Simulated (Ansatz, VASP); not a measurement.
## One calculation of Mg, two programs

```xyz
2
Lattice="3.2093 -0.0321 -0.0321 -1.6324 2.7954 -0.0117 -0.0521 -0.0521 5.2103" Properties=species:S:1:pos:R:3 pbc="T T T"
Mg   -0.0316    1.8398    1.2841
Mg    1.5563    0.8713    3.8824
```

Change from the starting cell: equal xy, yz and zx shear strains of -2 %, crystal datasets.

Alike in both runs: task electric field gradients; functional PBEsol; k mesh 12 × 12 × 7; occupations fermi-dirac, width 0.08 eV; no spin polarisation.

|  | VASP | Ansatz |
| --- | --- | --- |
| version | VASP 6.6.1 | Ansatz 0.2.0 |
| potentials or method | VASP PAW PBE potentials, release 64 (Mg), cutoff 520 eV | all-electron PAW with datasets made for the crystal, scalar-relativistic |

|  | VASP | Ansatz | Ansatz less VASP |
| --- | --- | --- | --- |
| pressure (GPa) | -1.1 | -1.1 | +0.04 |
| traceless stress, the component that is largest in VASP (GPa) | -0.45 | -0.45 | +0.002 |
| rms of the force components (eV/Å) | 0.011 | 0.011 | +0.0001 |
| size of Vzz on the site where it differs most (V/Å²) | 1.1 | 1.1 | -0.02 |

VASP's potentials were made for PBE, not for PBEsol. Atom by atom the forces differ by 0.000 eV/Å (rms over components). Ansatz ran all-electron here, and VASP with PAW potentials.
